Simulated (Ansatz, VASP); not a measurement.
Co: VASP beside Ansatz

INCAR

```
SYSTEM = Co
PREC = Accurate
ENCUT = 520
EDIFF = 1E-7
ISMEAR = -1
SIGMA = 0.05
LREAL = .FALSE.
LASPH = .TRUE.
NELM = 150
ALGO = Normal
ISIF = 2
LWAVE = .FALSE.
LCHARG = .FALSE.
ISPIN = 2
MAGMOM = 1.677 1.677
LORBIT = 11
LMAXMIX = 4
GGA = B5
ALDAX = 1.0
AGGAX = 1.0
AGGAC = 1.0
ALDAC = 0.0
NBANDS = 20
```

Contents of KPOINTS:

```
Automatic mesh
0
G
  23 23 13
  0 0 0
```

Contents of POSCAR:

```
Co
1.0
    2.4631435430      0.0000000000      0.0000000000
   -1.2315717715      2.1331448814      0.0000000000
    0.0000000000      0.0000000000      3.9712473068
Co
2
Direct
    0.3333333333      0.6666666667      0.2500000000
    0.6666666667      0.3333333333      0.7500000000
```

Input for Ansatz:

```yaml
crystal:
  lattice:
    - [2.463143543, 0.0, 0.0]
    - [-1.2315717715, 2.1331448814, 0.0]
    - [0.0, 0.0, 3.9712473068]
  atoms:
    - { symbol: Co, position: [0.3333333333, 0.6666666667, 0.25], spin: 1.677 }
    - { symbol: Co, position: [0.6666666667, 0.3333333333, 0.75], spin: 1.677 }
hamiltonian:
  xc: blyp
  pseudopotentials:
    kind: paw
    azcp:
      Co: "pseudopotentials/Co.paw.azcp"
basis:
  ecutwfc: 420
  fft_grid_basis: typed
kpoints:
  mp_grid: { grid: [23, 23, 13], shift: [0, 0, 0] }
magnetization:
  spin_polarized: true
scf:
  occupations: { method: fermi_dirac, width: 0.05 }
output:
  stress: true
```

Alike in both runs: task single point; functional BLYP; k mesh 23 × 23 × 13; occupations fermi-dirac, width 0.05 eV; collinear spin.

```csv
,VASP,Ansatz
version,VASP 6.6.1,Ansatz 0.2.0
potentials or method,"VASP PAW PBE potentials, release 64 (Co), cutoff 520 eV","plane waves (420 eV) with PAW, scalar-relativistic"
valence electrons in the cell,18,34
```

```tsv
	VASP	Ansatz	Ansatz less VASP
pressure (GPa)	18.8	19.3	+0.47
traceless stress, the component that is largest in VASP (GPa)	0.30	0.41	+0.108
net moment per atom (μB)	1.55	1.56	+0.006
size of the moment on the site where the two differ most (μB)	1.56	1.62	+0.061
```

VASP's potentials were made for PBE, not for BLYP. Site moments also hang on the region over which each program counts them. The functional is the same, so the differences come from potentials, cutoffs and numerics. VASP's potentials hold 18 valence electrons a cell and Ansatz's 34, so a difference there can come from the potentials and not from the codes.
